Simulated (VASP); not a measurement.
# Cr in VASP: notebook

Runs on Cr. Level: PBE. Tasks: single point, relaxation of cell and atoms.

All numbers are computed with VASP 6.6.1; they aren't measurements. Logs are shortened: lines on timing, memory, paths and dates and some standing lists are left out, and cuts for length are marked.

### Step 1. The cell of the first run

The structure is cubic, space group Fm-3m (No. 225). The conventional cell has a = 3.627 Å, b = 3.627 Å, c = 3.627 Å, α = 90.00°, β = 90.00°, γ = 90.00°. Within 3.4 Å of Cr (site symmetry m-3m) lie 12 Cr at 2.56 Å.

### Step 2. Single point, PBE

INCAR

```
SYSTEM = Cr
PREC = Accurate
ENCUT = 520
EDIFF = 1E-6
ISMEAR = 0
SIGMA = 0.1
LREAL = .False.
LASPH = .True.
NELM = 60
ALGO = Normal
ISIF = 2
LWAVE = .False.
LCHARG = .False.
GGA = PE
NBANDS = 12
```

KPOINTS

```
regular mesh
0
Gamma
  8 8 8
  0 0 0
```

POSCAR

```
Cr
1.0
    0.0000000000      1.8134885740      1.8134885740
    1.8134885740      0.0000000000      1.8134885740
    1.8134885740      1.8134885740      0.0000000000
Cr
1
Direct
    0.0000000000      0.0000000000      0.0000000000
```

Potentials or basis: VASP PAW PBE potentials, release 64 (Cr_pv).

The run is started by

```
$ cat potpaw_PBE.64/Cr_pv/POTCAR > POTCAR
$ mpirun -np 1 vasp_std > vasp.out
```

OUTCAR:

```text
SYSTEM = Cr
   PREC = Accurate
   ENCUT = 520
   EDIFF = 1E-6
   ISMEAR = 0
   LREAL = .False.
   LASPH = .True.
   NELM = 60
   ISIF = 2
   GGA = PE

 ion  position               nearest neighbor table
   1  0.000  0.000  0.000-

  LATTYP: Found a face centered cubic cell.
 ALAT       =     3.6269771480

  Lattice vectors:

 A1 = (   0.0000000000,   1.8134885740,   1.8134885740)
 A2 = (   1.8134885740,   0.0000000000,   1.8134885740)
 A3 = (   1.8134885740,   1.8134885740,   0.0000000000)

Analysis of symmetry for initial positions (statically):
=====================================================================
 Subroutine PRICEL returns:
 Original cell was already a primitive cell.

 Routine SETGRP: Setting up the symmetry group for a
 face centered cubic supercell.

 Subroutine GETGRP returns: Found 48 space group operations
 (whereof 48 operations were pure point group operations)
 out of a pool of 48 trial point group operations.

The static configuration has the point symmetry O_h .

Analysis of symmetry for dynamics (positions and initial velocities):
=====================================================================
 Subroutine PRICEL returns:
 Original cell was already a primitive cell.

 Routine SETGRP: Setting up the symmetry group for a
 face centered cubic supercell.

 Subroutine GETGRP returns: Found 48 space group operations
 (whereof 48 operations were pure point group operations)
 out of a pool of 48 trial point group operations.

The dynamic configuration has the point symmetry O_h .

 Subroutine INISYM returns: Found 48 space group operations
 (whereof 48 operations are pure point group operations),
 and found     1 'primitive' translations

----------------------------------------------------------------------------------------

                                     Primitive cell

  volume of cell :      11.9282

  direct lattice vectors                    reciprocal lattice vectors
     0.000000000  1.813488574  1.813488574    -0.275711690  0.275711690  0.275711690
     1.813488574  0.000000000  1.813488574     0.275711690 -0.275711690  0.275711690
     1.813488574  1.813488574  0.000000000     0.275711690  0.275711690 -0.275711690

  length of vectors
     2.564660137  2.564660137  2.564660137     0.477546656  0.477546656  0.477546656

  position of ions in fractional coordinates (direct lattice)
     0.000000000  0.000000000  0.000000000

  ion indices of the primitive-cell ions
   primitive index   ion index
[... 75 lines left out ...]
   EDIFFG = 0.1E-04   stopping-criterion for IOM
   NSW    =      0    number of steps for IOM
   IBRION =     -1    ionic relax: 0-MD 1-quasi-New 2-CG
   NFREE  =      0    steps in history (QN), initial steepest desc. (CG)
   ISIF   =      2    stress and relaxation
   ISYM   =      2    0-nonsym 1-usesym 2-fastsym
   POTIM  = 0.5000    time-step for ionic-motion
   TEBEG  =    0.0;   TEEND  =   0.0 temperature during run
   PSTRESS=    0.0 pullay stress
   NELECT =      12.0000    total number of electrons
   NUPDOWN=      -1.0000    fix difference up-down
   EMIN   =  10.00;   EMAX   =-10.00  energy-range for DOS
   EFERMI =   0.00;   METHOD = LEGACY
   ISMEAR =     0;   SIGMA  =   0.10  broadening in eV -4-tet -1-fermi 0-gaus
   EFERMI_NEDOS =   21; number of points for ismear=-14 and -15
   IALGO  =     38    algorithm
   IMIX   =      4    mixing-type and parameters
     AMIX     =   0.40;   BMIX     =  1.00
     AMIX_MAG =   1.60;   BMIX_MAG =  1.00
  volume/ion in A,a.u.               =      11.93        80.50
  Fermi-wavevector in a.u.,A,eV,Ry     =   1.640377  3.099864 36.611070  2.690838
  Thomas-Fermi vector in A             =   2.731026
   LORBIT       =      0    0 simple, 1 ext, 2 COOP (PROOUT), +10 PAW based schemes
   GGA     = PE    functional components
   LHFCALC =     F    Hartree Fock is set to
   AEXX    =    0.0000 exact exchange contribution
   IVDW    =     0    specifies the selected vdW correction
   LEPSILON=     F    determine dielectric tensor
   LRPA    =     F    only Hartree local field effects (RPA)
 non-spin polarized calculation
 Gauss-broadening in eV      SIGMA  =   0.10
  energy-cutoff  :      520.00
  volume of cell :       11.93
 maximum number of plane-waves:       332
   NGX =  9   NGY =  9   NGZ =  9

 number of electron      12.0000009 magnetization

 Free energy of the ion-electron system (eV)
  ---------------------------------------------------
  ext. energy  EPLUGINS =         0.00000000
  ---------------------------------------------------
  free energy    TOTEN  =        -9.12510872 eV

  energy without entropy =       -9.11434625  energy(sigma->0) =       -9.11972749

 E-fermi :  10.1653     XC(G=0): -13.4815

 val. band max:       10.1638507925   @ k =   0.2500   0.1250   0.0000
 cond. band min:      10.2955036982   @ k =  -0.1250   0.1250   0.0000
 fundamental gap:      0.1316529057
 Fermi energy:        10.1652585921

 k-point     1 :       0.0000    0.0000    0.0000
  band No.  band energies     occupation
      1     -32.1673      2.00000
      2     -32.1673      2.00000
      3     -32.1673      2.00000
      4       2.7868      2.00000
      5       9.8045      2.00000
      6       9.8045      2.00000
      7       9.8045      2.00000
      8      11.5437      0.00000
      9      11.5437      0.00000
     10      17.6917      0.00000
     11      30.0551      0.00000
     12      35.6392      0.00000
[... 331 lines left out ...]
 k-point    24 :      -0.3750    0.2500    0.1250
  band No.  band energies     occupation
      1     -32.8773      2.00000
      2     -32.4897      2.00000
      3     -32.3420      2.00000
      4       7.4849      2.00000
      5       8.3551      2.00000
      6       9.4921      2.00000
      7      10.6319      0.00000
      8      12.5908      0.00000
      9      16.0778      0.00000
     10      17.6820      0.00000
     11      19.5309      0.00000
     12      26.8528      0.00000

 [... further k-points ...]
[... 5 lines left out ...]
  --------------------------------------------------------------------------------------
  -------------------------------------------------------------------------------------
  Total       -0.0211872     -0.0211872     -0.0211872      0.0000000     -0.0000000      0.0000000
  in kB       -2.8458413     -2.8458413     -2.8458413      0.0000000     -0.0000000      0.0000000
  external PRESSURE =      -2.8458413 kB  Pullay stress =       0.0000000 kB

 VOLUME and BASIS-vectors are now :
 -----------------------------------------------------------------------------
  energy-cutoff  :      520.00
  volume of cell :       11.93
      direct lattice vectors                 reciprocal lattice vectors
     0.000000000  1.813488574  1.813488574    -0.275711690  0.275711690  0.275711690
     1.813488574  0.000000000  1.813488574     0.275711690 -0.275711690  0.275711690
     1.813488574  1.813488574  0.000000000     0.275711690  0.275711690 -0.275711690

 POSITION                                       TOTAL-FORCE (eV/Angst)
 -----------------------------------------------------------------------------------
      0.00000      0.00000      0.00000        -0.000000      0.000000     -0.000000
 -----------------------------------------------------------------------------------
    total drift:                                0.000000      0.000000      0.000000

  FREE ENERGIE OF THE ION-ELECTRON SYSTEM (eV)
  ---------------------------------------------------
  free  energy   TOTEN  =        -9.1251087184 eV

  energy  without entropy=       -9.1143462540  energy(sigma->0) =       -9.11972749
```

stdout:

```text
POSCAR found type information on POSCAR Cr
 POSCAR found :  1 types and       1 ions
 scaLAPACK will be used
 LDA part: xc-table for (Slater+PW92), standard interpolation
 POSCAR, INCAR and KPOINTS ok, starting setup
 FFT: planning ... GRIDC
 FFT: planning ... GRID_SOFT
 FFT: planning ... GRID
 WAVECAR not read
 entering main loop
```

It took 6.4 s on 1 thread of Intel Xeon Platinum 8488C (Sapphire Rapids), shared host; peak memory 0.12 GiB.

What came out:

- Free energy: -9.1251 eV
- Pressure: -0.3 GPa
- Band gap on the k mesh: zero (band 6 reaches 12.70 eV, above the bottom of band 7 at 9.80 eV)

Caveat: the k points lie up to 0.38 Å⁻¹ apart; the run has no spin polarisation, though such a crystal can be magnetic.

### Step 3. Relaxation of cell and atoms, PBE

INCAR

```
SYSTEM = Cr
PREC = Accurate ; ENCUT = 600
EDIFF = 1E-6 ; ISMEAR = 0
SIGMA = 0.1 ; LREAL = .False.
LASPH = .True. ; NELM = 60
ALGO = Fast ; ISIF = 3
LWAVE = .False. ; LCHARG = .False.
GGA = PE ; IBRION = 2
NSW = 90 ; EDIFFG = -0.04
```

KPOINTS is that of step 2.

POSCAR is that of step 2.

Potentials or basis: VASP PAW PBE potentials, release 64 (Cr_pv).

The run is started by

```
$ cat potpaw_PBE.64/Cr_pv/POTCAR > POTCAR
$ mpirun -np 1 vasp_std > vasp.out
```

OUTCAR:

```text
SYSTEM = Cr
   PREC = Accurate
   ENCUT = 600
   EDIFF = 1E-6
   ISMEAR = 0
   LREAL = .False.
   LASPH = .True.
   NELM = 60
   ISIF = 3
   GGA = PE
   IBRION = 2
   NSW = 90
   EDIFFG = -0.04

 ion  position               nearest neighbor table
   1  0.000  0.000  0.000-

  LATTYP: Found a face centered cubic cell.
 ALAT       =     3.6269771480

  Lattice vectors:

 A1 = (   0.0000000000,   1.8134885740,   1.8134885740)
 A2 = (   1.8134885740,   0.0000000000,   1.8134885740)
 A3 = (   1.8134885740,   1.8134885740,   0.0000000000)

Analysis of symmetry for initial positions (statically):
=====================================================================
 Subroutine PRICEL returns:
 Original cell was already a primitive cell.

 Routine SETGRP: Setting up the symmetry group for a
 face centered cubic supercell.

 Subroutine GETGRP returns: Found 48 space group operations
 (whereof 48 operations were pure point group operations)
 out of a pool of 48 trial point group operations.

The static configuration has the point symmetry O_h .

Analysis of symmetry for dynamics (positions and initial velocities):
[... 158 lines left out ...]

 E-fermi :  10.1651     XC(G=0): -13.4814

 val. band max:       10.1637342436   @ k =   0.2500   0.1250   0.0000
 cond. band min:      10.2953698449   @ k =  -0.1250   0.1250   0.0000
 fundamental gap:      0.1316356013
 Fermi energy:        10.1651398612

 k-point     1 :       0.0000    0.0000    0.0000
  band No.  band energies     occupation
      1     -32.1675      2.00000
      2     -32.1675      2.00000
      3     -32.1674      2.00000
      4       2.7868      2.00000
      5       9.8043      2.00000
      6       9.8043      2.00000
      7       9.8043      2.00000
      8      11.5435      0.00000
      9      11.5435      0.00000
     10      17.6918      0.00000
[... 287 lines left out ...]
 k-point    24 :      -0.3750    0.2500    0.1250
  band No.  band energies     occupation
      1     -32.8775      2.00000
      2     -32.4899      2.00000
      3     -32.3422      2.00000
      4       7.4849      2.00000
      5       8.3550      2.00000
      6       9.4920      2.00000
      7      10.6318      0.00000
      8      12.5907      0.00000
      9      16.0777      0.00000
     10      19.5212      0.00000

 [... further k-points ...]
[... 5 lines left out ...]
  --------------------------------------------------------------------------------------
  -------------------------------------------------------------------------------------
  Total       -0.0241277     -0.0241277     -0.0241277     -0.0000000     -0.0000000     -0.0000000
  in kB       -3.2408021     -3.2408021     -3.2408021     -0.0000000     -0.0000000     -0.0000000
  external PRESSURE =      -3.2408021 kB  Pullay stress =       0.0000000 kB

 VOLUME and BASIS-vectors are now :
 -----------------------------------------------------------------------------
  energy-cutoff  :      600.00
  volume of cell :       11.93
      direct lattice vectors                 reciprocal lattice vectors
     0.000000000  1.813488574  1.813488574    -0.275711690  0.275711690  0.275711690
     1.813488574  0.000000000  1.813488574     0.275711690 -0.275711690  0.275711690
     1.813488574  1.813488574  0.000000000     0.275711690  0.275711690 -0.275711690

 POSITION                                       TOTAL-FORCE (eV/Angst)
 -----------------------------------------------------------------------------------
      0.00000      0.00000      0.00000         0.000000     -0.000000     -0.000000
 -----------------------------------------------------------------------------------
    total drift:                                0.000000     -0.000000      0.000000

  FREE ENERGIE OF THE ION-ELECTRON SYSTEM (eV)
  ---------------------------------------------------
  free  energy   TOTEN  =        -9.1249319082 eV

  energy  without entropy=       -9.1141690895  energy(sigma->0) =       -9.11955050

 reached required accuracy - stopping structural energy minimisation
```

CONTCAR:

```text
Cr
   1.00000000000000
     0.0000000000000000    1.8134885740000000    1.8134885740000000
     1.8134885740000000    0.0000000000000000    1.8134885740000000
     1.8134885740000000    1.8134885740000000    0.0000000000000000
  Cr
     1
Direct
     0.0000000000000000    0.0000000000000000    0.0000000000000000

  0.00000000E+00  0.00000000E+00  0.00000000E+00
```

Wall time 7.8 s (1 thread of Intel Xeon Platinum 8488C (Sapphire Rapids), shared host); peak memory 0.12 GiB.

What came out:

```
Free energy             : -9.1249 eV
Pressure after relaxing : -0.3 GPa
Band gap on the k mesh  : zero (band 6 reaches 12.70 eV, above the bottom of band 7 at 9.80 eV)
```

Final structure:
```xyz
1
Lattice="0.0000 1.8135 1.8135 1.8135 0.0000 1.8135 1.8135 1.8135 0.0000" Properties=species:S:1:pos:R:3 pbc="T T T"
Cr    0.0000    0.0000    0.0000
```

Caveat: the k points lie up to 0.38 Å⁻¹ apart in the final cell; the relaxation stopped at its first step, so nothing moved; the run has no spin polarisation, though such a crystal can be magnetic. Spin polarisation is off, so any magnetic state and its effect on volume and gap are missing.

(Continued in part 2 of 2.)
